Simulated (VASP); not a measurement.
Input of a VASP 6.6.1 run:

Contents of POSCAR:

```
KBr
1.0
    0.0000000000      3.3000000000      3.3000000000
    3.3000000000      0.0000000000      3.3000000000
    3.3000000000      3.3000000000      0.0000000000
Br K
1 1
Direct
    0.5000000000      0.5000000000      0.5000000000
    0.0000000000      0.0000000000      0.0000000000
```

File INCAR.step1:

```
SYSTEM = KBr
ALGO = Normal ; EDIFF = 1E-8
ENCUT = 500 ; GGA = PE
ISMEAR = 0 ; LASPH = .TRUE.
LCHARG = .FALSE. ; LREAL = .FALSE.
LWAVE = .TRUE. ; NELM = 100
PREC = Accurate ; SIGMA = 0.01
```

File INCAR.step2:

```
SYSTEM = KBr
ALGO = Exact ; EDIFF = 1E-8
ENCUT = 500 ; GGA = PE
ISMEAR = 0 ; ISTART = 1
LASPH = .TRUE. ; LCHARG = .FALSE.
LOPTICS = .TRUE. ; LREAL = .FALSE.
LWAVE = .TRUE. ; NBANDS = 222
NELM = 1 ; PREC = Accurate
SIGMA = 0.01
```

File INCAR.step3:

```
SYSTEM = KBr
ALGO = EVGW0 ; EDIFF = 1E-8
ENCUT = 500 ; ENCUTGW = 120.0
GGA = PE ; ISMEAR = 0
ISTART = 1 ; LASPH = .TRUE.
LCHARG = .FALSE. ; LREAL = .FALSE.
LWAVE = .FALSE. ; NBANDS = 222
NBANDSGW = 16 ; NELMGW = 1
NOMEGA = 96 ; OMEGAMAX = 20
PREC = Accurate ; PRECFOCK = Fast
SIGMA = 0.01
```

KPOINTS

```
k-points
0
G
  4 4 4
  0 0 0
```

Potentials or basis: VASP PAW PBE potentials, release 64 (Br_GW, K_sv_GW).

Run with:

```console
$ cat potpaw_PBE.64/Br_GW/POTCAR potpaw_PBE.64/K_sv_GW/POTCAR > POTCAR
$ cp INCAR.step1 INCAR
$ mpirun -np 1 vasp_std > vasp.out
$ cp INCAR.step2 INCAR
$ mpirun -np 1 vasp_std > vasp.out
$ cp INCAR.step3 INCAR
$ mpirun -np 1 vasp_std > vasp.out
```

(1) Estimate the quasiparticle gap.

(2) What does it give for the least direct quasiparticle gap?

(3) Predict the least direct gap of the starting levels on the mesh.

Results:

(1) 6.96 eV.

(2) 6.96 eV.

(3) 4.43 eV.

Caveat: the k points lie up to 0.41 Å⁻¹ apart; bands, screening cutoff and mesh are small and nothing is extrapolated, so the quasiparticle values aren't converged.
